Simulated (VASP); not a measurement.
Wanted: the native input for a VASP 6.6.1 run.

```
Task                   : single point
Functional             : PBE
Potentials or basis    : VASP PAW PBE potentials, release 64 (K_sv, Cl)
Cutoff                 : 520 eV
k mesh                 : 4 × 4 × 4
Occupations            : gaussian, width 0.01 eV
Spin                   : no spin polarisation
Dipole correction      : no
Further INCAR settings : ALGO = Normal; EDIFF = 1e-06; NBANDS = 15
```

The structure of KCl lies in POSCAR:

```
KCl
1.0
    0.0000000000      3.2376201114      3.1232421439
    3.2376201114      0.0000000000      3.1232421439
    3.2376201114      3.2376201114      0.0000000000
K Cl
1 1
Direct
    0.0000000000      0.0000000000      0.0000000000
    0.5000000000      0.5000000000      0.5000000000
```

This cell differs from its parent crystal: epitaxial xy strain +3.0%.

These files were run (other wordings do the same):

INCAR

```
PREC = Accurate ; ENCUT = 520
EDIFF = 1E-6 ; ISMEAR = 0
SIGMA = 0.01 ; LREAL = F
LASPH = T ; NELM = 100
ALGO = Normal ; ISIF = 2
LWAVE = F ; LCHARG = F
GGA = PE ; NBANDS = 15
```

KPOINTS

```
Automatic mesh
0
Gamma
  4 4 4
```

Potentials or basis: VASP PAW PBE potentials, release 64 (K_sv, Cl).

The run is started by

```bash
$ cat potpaw_PBE.64/K_sv/POTCAR potpaw_PBE.64/Cl/POTCAR > POTCAR
$ mpirun -np 1 vasp_std > vasp.out
```

It gave:

| Item | Value |
| --- | --- |
| Pressure | 0.0 GPa |
| Band gap on the k mesh | 5.00 eV |

Caveat: the k points lie up to 0.43 Å⁻¹ apart; the cell differs from its parent crystal (epitaxial xy strain +3.0%).

Run time: 13 s on 1 thread of Intel(R) Xeon(R) Platinum 8488C (Sapphire Rapids), on a shared host, peak memory 0.2 GiB.
